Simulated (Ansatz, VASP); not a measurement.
## Sb: VASP beside Ansatz

File POSCAR:

```
Sb
1.0
   -1.8713408863      1.8713408863      1.8713408863
    1.8713408863     -1.8713408863      1.8713408863
    1.8713408863      1.8713408863     -1.8713408863
Sb
1
Direct
    0.0000000000      0.0000000000      0.0000000000
```

Contents of INCAR.step1:

```
  PREC = Accurate
  ENCUT = 600
  EDIFF = 1E-5
  ISMEAR = -1
  SIGMA = 0.05
  LREAL = False
  LASPH = True
  NELM = 80
  ALGO = Normal
  LWAVE = True
  LCHARG = False
  GGA = PE
  NBANDS = 8
```

Contents of INCAR.step2:

```
  PREC = Accurate
  ENCUT = 600
  EDIFF = 1E-6
  ISMEAR = -1
  SIGMA = 0.05
  LREAL = False
  LASPH = True
  NELM = 80
  ALGO = Normal
  ISIF = 3
  LWAVE = False
  LCHARG = False
  GGA = B3
  LHFCALC = True
  AEXX = 0.2
  AGGAX = 0.72
  AGGAC = 0.81
  ALDAC = 0.19
  PRECFOCK = Normal
  IBRION = 2
  NSW = 60
  EDIFFG = -0.01
  ISTART = 1
```

File KPOINTS:

```
regular mesh
0
Gamma
  5 5 5
```

File input:

```
crystal:
  lattice:
    - [-1.8713408863, 1.8713408863, 1.8713408863]
    - [1.8713408863, -1.8713408863, 1.8713408863]
    - [1.8713408863, 1.8713408863, -1.8713408863]
  atoms:
    - { symbol: Sb, position: [0.0, 0.0, 0.0] }
hamiltonian:
  xc: b3lyp
  pseudopotentials: { kind: paw }
kpoints:
  mp_grid: { grid: [5, 5, 5] }
scf:
  occupations: { method: fermi_dirac, width: 0.05 }
output:
  forces: true
  stress: true
  eigenvalues: true
relax:
  f_tol: 0.01
  max_steps: 40
  cell: { stress_tol: 0.05 }
```

Alike in both runs: task relaxation of cell and atoms; functional B3LYP; k mesh 5 × 5 × 5; occupations fermi-dirac, width 0.05 eV; no spin polarisation.

|  | VASP | Ansatz |
| --- | --- | --- |
| version | VASP 6.6.1 | Ansatz 0.2.0 |
| potentials or method | VASP PAW PBE potentials, release 64 (Sb) | Ansatz PAW |
| plane-wave cutoff (eV) | 600 | 420 |
| valence electrons in the cell | 5 | 15 |

```csv
,VASP,Ansatz,Ansatz less VASP
"gap on the k mesh at the Fermi level, each at its own relaxed structure (eV)",none,none,-
relaxed volume (Å³/atom),28.03,28.27,+0.237
relaxed cell length with the largest relative difference (Å),3.315,3.324,+0.0093
```

VASP's potentials were made for PBE, not for B3LYP. A gap of «none» marks a metal or a gap that the smearing closes. VASP's potentials hold 5 valence electrons a cell and Ansatz's 15, so a difference there can come from the potentials and not from the codes.

The k mesh is coarse, so the values compare programs but aren't converged. Spin-orbit coupling is off throughout. Noted on Ansatz's run: the plane-wave basis is chosen anew once the cell has moved, so the energies of steps on either side of that aren't comparable.
